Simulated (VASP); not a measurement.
# SrO in VASP: notebook

The runs below take SrO through single point, with r2SCAN, PBEsol.

Program: VASP 6.6.1. These are calculated values, not measurements. Logs are shortened: lines on timing, memory, paths and dates and some standing lists are left out, and cuts for length are marked.

### Step 1. The cell of the first run

The cell holds a slab with vacuum, 12 atoms: a = 3.622 Å, b = 3.622 Å, c = 25.807 Å, α = 90.00°, β = 90.00°, γ = 90.00°.

### Step 2. Single point, r2SCAN

Input file POSCAR:

```
SrO
1.0
    2.5613730000      2.5613730000      0.0000000000
   -2.5613730000      2.5613730000      0.0000000000
    0.0000000000      0.0000000000     25.8068660000
O Sr
6 6
Direct
    0.5018120000      0.4997010000      0.2557020000
    0.5016700000      0.5003620000      0.4510360000
    0.5015410000      0.5010380000      0.6499520000
    0.0017280000      0.0001140000      0.3500090000
    0.0014670000      0.0011410000      0.5489180000
    0.0017920000      0.0012320000      0.7442450000
    0.0015810000      0.9998610000      0.2533330000
    0.0013200000      0.0007430000      0.4503510000
    0.0015050000      0.0011990000      0.6487800000
    0.5016150000      0.5000880000      0.3511760000
    0.5011410000      0.5011300000      0.5496010000
    0.5017750000      0.5012240000      0.7466160000
```

Input file INCAR.step1:

```
ALGO     = Normal         # electronic algorithm
EDIFF    = 1E-4           # SCF threshold, eV
ENCUT    = 520            # plane-wave cutoff, eV
GGA      = PE             # functional
ISMEAR   = -1             # smearing method
LASPH    = True           # aspherical terms in the spheres
LCHARG   = False          # write CHGCAR
LREAL    = False          # projectors in reciprocal space
LWAVE    = True           # write WAVECAR
NBANDS   = 60             # bands
NELM     = 80             # most SCF steps
PREC     = Accurate       # precision mode
SIGMA    = 0.05           # smearing width, eV
```

Input file INCAR.step2:

```
ALGO     = Normal         # electronic algorithm
EDIFF    = 1E-6           # SCF threshold, eV
ENCUT    = 520            # plane-wave cutoff, eV
ISIF     = 2              # what is computed and relaxed
ISMEAR   = -1             # smearing method
ISTART   = 1            
LASPH    = True           # aspherical terms in the spheres
LCHARG   = True           # write CHGCAR
LELF     = True           # ELF
LMIXTAU  = True         
LREAL    = False          # projectors in reciprocal space
LVHAR    = True         
LWAVE    = False          # write WAVECAR
METAGGA  = R2SCAN         # meta-GGA
NBANDS   = 60             # bands
NELM     = 80             # most SCF steps
PREC     = Accurate       # precision mode
SIGMA    = 0.05           # smearing width, eV
```

Input file KPOINTS:

```
k-points
0
Gamma
  4 4 1
```

Potentials or basis: VASP PAW PBE potentials, release 64 (O, Sr_sv).

Started as:

```
> cat potpaw_PBE.64/O/POTCAR potpaw_PBE.64/Sr_sv/POTCAR > POTCAR
> cp INCAR.step1 INCAR
> mpirun -np 1 vasp_std > vasp.out
> cp INCAR.step2 INCAR
> mpirun -np 1 vasp_std > vasp.out
```

OUTCAR:

```text
EDIFF = 1E-6
   ENCUT = 520
   ISIF = 2
   ISMEAR = -1
   ISTART = 1
   LASPH = True
   LREAL = False
   METAGGA = R2SCAN
   NELM = 80
   PREC = Accurate

 ion  position               nearest neighbor table
   1  0.502  0.500  0.256-  10 2.46   7 2.56   7 2.56   7 2.56   7 2.56
   2  0.502  0.500  0.451-  11 2.54   8 2.56   8 2.56   8 2.56   8 2.56  10 2.58
   3  0.502  0.501  0.650-  12 2.49   9 2.56   9 2.56   9 2.56   9 2.56  11 2.59
   4  0.002  0.000  0.350-   7 2.49  10 2.56  10 2.56  10 2.56  10 2.56   8 2.59
   5  0.001  0.001  0.549-   8 2.54  11 2.56  11 2.56  11 2.56  11 2.56   9 2.58
   6  0.002  0.001  0.744-   9 2.46  12 2.56  12 2.56  12 2.56  12 2.56
   7  0.002  1.000  0.253-   4 2.49   1 2.56   1 2.56   1 2.56   1 2.56  10 3.60  10 3.60  10 3.60
                            10 3.60   8 5.08
   8  0.001  0.001  0.450-   5 2.54   2 2.56   2 2.56   2 2.56   2 2.56   4 2.59  10 3.62  10 3.62
                            11 3.62  10 3.62  11 3.62  10 3.62  11 3.62  11 3.62   7 5.08   9 5.12
   9  0.002  0.001  0.649-   6 2.46   3 2.56   3 2.56   3 2.56   3 2.56   5 2.58  12 3.60  12 3.60
                            12 3.60  12 3.60  11 3.62  11 3.62  11 3.62  11 3.62   8 5.12
  10  0.502  0.500  0.351-   1 2.46   4 2.56   4 2.56   4 2.56   4 2.56   2 2.58   7 3.60   7 3.60
                             7 3.60   7 3.60   8 3.62   8 3.62   8 3.62   8 3.62  11 5.12
  11  0.501  0.501  0.550-   2 2.54   5 2.56   5 2.56   5 2.56   5 2.56   3 2.59   9 3.62   9 3.62
                             8 3.62   9 3.62   9 3.62   8 3.62   8 3.62   8 3.62  12 5.08  10 5.12
  12  0.502  0.501  0.747-   3 2.49   6 2.56   6 2.56   6 2.56   6 2.56   9 3.60   9 3.60   9 3.60
                             9 3.60  11 5.08

  LATTYP: Found a simple tetragonal cell.
 ALAT       =     3.6223284349
 C/A-ratio  =     7.1243860030

  Lattice vectors:

 A1 = (   2.5613730000,   2.5613730000,   0.0000000000)
 A2 = (  -2.5613730000,   2.5613730000,   0.0000000000)
 A3 = (   0.0000000000,   0.0000000000,  25.8068660000)

Analysis of symmetry for initial positions (statically):
=====================================================================
 Subroutine PRICEL returns:
 Original cell was already a primitive cell.

 Routine SETGRP: Setting up the symmetry group for a
 simple tetragonal supercell.

 Subroutine GETGRP returns: Found  1 space group operations
 (whereof  1 operations were pure point group operations)
 out of a pool of 16 trial point group operations.

The static configuration has the point symmetry C_1 .

Analysis of symmetry for dynamics (positions and initial velocities):
=====================================================================
 Subroutine PRICEL returns:
[... 129 lines left out ...]
   ISMEAR =    -1;   SIGMA  =   0.05  broadening in eV -4-tet -1-fermi 0-gaus
   EFERMI_NEDOS =   21; number of points for ismear=-14 and -15
   IALGO  =     38    algorithm
   IMIX   =      4    mixing-type and parameters
     AMIX     =   0.40;   BMIX     =  1.00
     AMIX_MAG =   1.60;   BMIX_MAG =  1.00
  volume/ion in A,a.u.               =      28.22       190.43
  Fermi-wavevector in a.u.,A,eV,Ry     =   1.075462  2.032328 15.736741  1.156618
  Thomas-Fermi vector in A             =   2.211319
   LORBIT       =      0    0 simple, 1 ext, 2 COOP (PROOUT), +10 PAW based schemes
   METAGGA = R2SCAN    functional components
   LHFCALC =     F    Hartree Fock is set to
   AEXX    =    0.0000 exact exchange contribution
   IVDW    =     0    specifies the selected vdW correction
   LEPSILON=     F    determine dielectric tensor
   LRPA    =     F    only Hartree local field effects (RPA)
 non-spin polarized calculation
  energy-cutoff  :      520.00
  volume of cell :      338.62
 maximum number of plane-waves:      9180
 NGX is ok and might be reduce to    28
   NGX = 13   NGY = 13   NGZ = 95

 number of electron      96.0000023 magnetization

 Free energy of the ion-electron system (eV)
  ---------------------------------------------------
  ext. energy  EPLUGINS =         0.00000000
  ---------------------------------------------------
  free energy    TOTEN  =      -161.29052037 eV

  energy without entropy =     -161.29052037  energy(sigma->0) =     -161.29052037

 E-fermi :   0.5856     XC(G=0):  -6.7723

 val. band max:       -0.5659471649   @ k =   0.0000   0.0000   0.0000
 cond. band min:       2.3767219168   @ k =   0.0000   0.0000   0.0000
 fundamental gap:      2.9426690817
 Fermi energy:         0.5855724153

 k-point     1 :       0.0000    0.0000    0.0000
  band No.  band energies     occupation
      1     -34.4812      2.00000
      2     -34.4800      2.00000
      3     -34.2026      2.00000
      4     -34.1137      2.00000
      5     -33.9592      2.00000
      6     -33.9536      2.00000
[... 619 lines left out ...]
     59       7.3972      0.00000
     60       7.3972      0.00000

------------------------ aborting loop because EDIFF is reached ----------------------------------------

  FORCE on cell =-STRESS in cart. coord.  units (eV):
  Direction    XX          YY          ZZ          XY          YZ          ZX
  --------------------------------------------------------------------------------------
  -------------------------------------------------------------------------------------
  Total        0.7230050      0.7230604      3.2295849      0.0000937     -0.0189594      0.0148261
  in kB        3.4209046      3.4211668     15.2808097      0.0004431     -0.0897064      0.0701496
  external PRESSURE =       7.3742937 kB  Pullay stress =       0.0000000 kB

 VOLUME and BASIS-vectors are now :
 -----------------------------------------------------------------------------
  energy-cutoff  :      520.00
  volume of cell :      338.62
      direct lattice vectors                 reciprocal lattice vectors
     2.561373000  2.561373000  0.000000000     0.195207805  0.195207805  0.000000000
    -2.561373000  2.561373000  0.000000000    -0.195207805  0.195207805  0.000000000
     0.000000000  0.000000000 25.806866000     0.000000000  0.000000000  0.038749378

 POSITION                                       TOTAL-FORCE (eV/Angst)
 -----------------------------------------------------------------------------------
      0.00541      2.56525      6.59887        -0.002628     -0.000414     -0.108108
      0.00335      2.56658     11.63983        -0.005446      0.000368     -0.033408
      0.00129      2.56798     16.77322        -0.001557      0.001526     -0.034918
      0.00413      0.00472      9.03264        -0.000629     -0.001422      0.033466
      0.00084      0.00668     14.16585        -0.001015     -0.002729      0.032603
      0.00143      0.00775     19.20663        -0.000424     -0.000809      0.109332
     -2.55697      2.56507      6.53773         0.001776      0.001281     -0.206581
      0.00148      0.00528     11.62215         0.005552     -0.000140     -0.007595
      0.00078      0.00693     16.74298         0.001121     -0.000464     -0.061895
      0.00391      2.56574      9.06275        -0.000462      0.001032      0.061368
      0.00003      2.56719     14.18348         0.004494      0.002771      0.008541
      0.00141      2.56905     19.26782        -0.000782     -0.000998      0.207196
 -----------------------------------------------------------------------------------
    total drift:                                0.004492      0.010372     -0.000390

  FREE ENERGIE OF THE ION-ELECTRON SYSTEM (eV)
  ---------------------------------------------------
  free  energy   TOTEN  =      -161.2905203704 eV

  energy  without entropy=     -161.2905203704  energy(sigma->0) =     -161.29052037
```

OUTCAR.step1:

```text
EDIFF = 1E-4
   ENCUT = 520
   GGA = PE
   ISMEAR = -1
   LASPH = True
   LREAL = False
[... 879 lines left out ...]
      0.00391      2.56574      9.06275        -0.000982      0.000993      0.038946
      0.00003      2.56719     14.18348         0.004504      0.002301      0.006125
      0.00141      2.56905     19.26782        -0.000615     -0.001122      0.282217
 -----------------------------------------------------------------------------------
    total drift:                               -0.000238     -0.000620      0.000153

  FREE ENERGIE OF THE ION-ELECTRON SYSTEM (eV)
  ---------------------------------------------------
  free  energy   TOTEN  =       -71.4140058154 eV

  energy  without entropy=      -71.4140058153  energy(sigma->0) =      -71.41400582
```

OSZICAR.step1:

```text
N       E                     dE             d eps       ncg     rms          rms(c)
DAV:   1     0.800428689170E+03    0.80043E+03   -0.48312E+04  1288   0.144E+03
DAV:   2    -0.286296673639E+01   -0.80329E+03   -0.77315E+03  1556   0.368E+02
DAV:   3    -0.820366640652E+02   -0.79174E+02   -0.78573E+02  1600   0.102E+02
[... 15 lines left out ...]
DAV:  19    -0.714127269417E+02   -0.79924E-03   -0.74196E-04  1160   0.122E-01    0.233E-01
DAV:  20    -0.714134275700E+02   -0.70063E-03   -0.31137E-04  1084   0.669E-02    0.190E-01
DAV:  21    -0.714137409111E+02   -0.31334E-03   -0.78640E-05   900   0.328E-02    0.148E-01
DAV:  22    -0.714139583484E+02   -0.21744E-03   -0.28676E-04   980   0.584E-02    0.805E-02
DAV:  23    -0.714140058154E+02   -0.47467E-04   -0.35457E-05   856   0.234E-02
   1 F= -.71414006E+02 E0= -.71414006E+02  d E =-.661450E-10
```

Wall time 12 min (1 thread of Intel Xeon 6975P-C (Granite Rapids), shared host); peak memory 0.48 GiB.

What came out:

```yaml
Free_energy: -161.2905 eV
Largest_force: 0.207 eV/Å
Band_gap_on_the_k_mesh: 2.94 eV, direct
```

Forces on the atoms (eV/Å):
```
O   -0.003  0.000 -0.108
O   -0.005  0.000 -0.033
O   -0.002  0.002 -0.035
O   -0.001 -0.001  0.033
O   -0.001 -0.003  0.033
O    0.000 -0.001  0.109
Sr   0.002  0.001 -0.207
Sr   0.006  0.000 -0.008
Sr   0.001  0.000 -0.062
Sr   0.000  0.001  0.061
Sr   0.004  0.003  0.009
Sr  -0.001 -0.001  0.207
```

Caveat: the k points lie up to 0.43 Å⁻¹ apart; the PAW data sets were made with another functional, which shifts forces and pressure a little.

### Step 3. Single point, PBEsol

Input file INCAR:

```
SYSTEM = SrO
  PREC = Accurate
  ENCUT = 520
  EDIFF = 1E-7
  ISMEAR = -1
  SIGMA = 0.05
  LREAL = .False.
  LASPH = .True.
  NELM = 100
  ALGO = Normal
  ISIF = 2
  LWAVE = .False.
  LCHARG = .False.
  GGA = PS
  NBANDS = 60
```

Input file KPOINTS:

```
Automatic mesh
0
Gamma
  6 6 1
  0 0 0
```

POSCAR is that of step 2.

Potentials or basis: VASP PAW PBE potentials, release 64 (O, Sr_sv).

Started as:

```
> cat potpaw_PBE.64/O/POTCAR potpaw_PBE.64/Sr_sv/POTCAR > POTCAR
> mpirun -np 1 vasp_std > vasp.out
```

Run time: 9.2 min. Hardware: 1 thread of Intel Xeon 6975P-C (Granite Rapids), shared host; peak memory 0.53 GiB.

Results (log left out):

```yaml
Free_energy: -74.9029 eV
Largest_force: 0.057 eV/Å
Band_gap_on_the_k_mesh: 2.60 eV, direct
```

Forces on the atoms (eV/Å):
```
O   -0.002  0.000 -0.031
O   -0.005  0.000 -0.025
O   -0.001  0.001 -0.007
O   -0.001 -0.001  0.005
O    0.000 -0.002  0.024
O    0.000 -0.001  0.032
Sr   0.001  0.002 -0.056
Sr   0.005  0.000  0.005
Sr   0.001 -0.001 -0.020
Sr  -0.001  0.001  0.019
Sr   0.004  0.002 -0.004
Sr  -0.001 -0.001  0.057
```

Levels at points of the mesh, in eV from the valence-band top:
```
           k point  band 45  band 46  band 47  band 48  band 49  band 50  band 51  band 52
(0.00, 0.00, 0.00)     0.00     0.00     0.00     0.00     2.60     2.74     3.05     3.37
(0.50, 0.00, 0.00)    -0.96    -0.96    -0.59    -0.59     4.98     4.98     5.31     5.31
(0.00, 0.50, 0.00)    -0.96    -0.96    -0.59    -0.59     4.98     4.98     5.31     5.31
(0.50, 0.50, 0.00)    -0.20    -0.19    -0.19    -0.19     3.24     3.24     3.99     3.99
```

Caveat: the PAW data sets were made with another functional, which shifts forces and pressure a little.
